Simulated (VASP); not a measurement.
## Al9H: single point with PBE

The system is Al9H, a slab with vacuum.

```
Al H
1.0
     2.85432    0.00000    0.00000
    -1.42716    9.70333    0.00000
     0.00000    0.00000   21.79027
Al H
9 1
Direct
  0.53245 0.06490 0.18357
  0.67097 0.34194 0.22928
  0.29867 0.59735 0.23842
  0.92638 0.85275 0.24756
  0.06397 0.12774 0.29371
  0.19959 0.40427 0.34526
  0.82885 0.65971 0.35245
  0.45264 0.91113 0.36076
  0.59252 0.18146 0.40340
  0.84252 0.43146 0.48004
```

```json
{"Program": "VASP 6.6.1", "Task": "single point", "Functional": "PBE", "Potentials or basis": "VASP PAW PBE potentials, release 64 (Al, H)", "Cutoff": "520 eV", "k mesh": "9 × 3 × 1", "Occupations": "gaussian, width 0.1 eV", "Spin": "no spin polarisation", "Dipole correction": "yes", "Further INCAR settings": "ALGO = Normal; EDIFF = 1e-06; NBANDS = 25"}
```

* Largest force: 0.710 eV/Å
* Band gap on the k mesh: zero (bands 14 and 15 overlap by 0.90 eV)

Forces in eV/Å, atoms in the order of the input:
```
Al  -0.008  0.198  0.003
Al   0.010 -0.001 -0.083
Al  -0.009 -0.032 -0.036
Al   0.010 -0.175 -0.193
Al   0.005  0.042 -0.004
Al  -0.047  0.120  0.314
Al   0.008 -0.167  0.160
Al   0.008 -0.002  0.080
Al   0.049  0.370  0.374
H   -0.027 -0.354 -0.615
```

Levels at points of the mesh, in eV from the Fermi level:
```csv
k point,band 11,band 12,band 13,band 14,band 15,band 16,band 17,band 18
"(0.00, 0.00, 0.00)",-1.91,-1.56,-1.42,-1.14,-0.63,1.23,2.03,2.49
```

Wall time 10 min on 1 thread of Intel Xeon 8259CL, with other jobs on the host, peak memory 0.7 GiB.
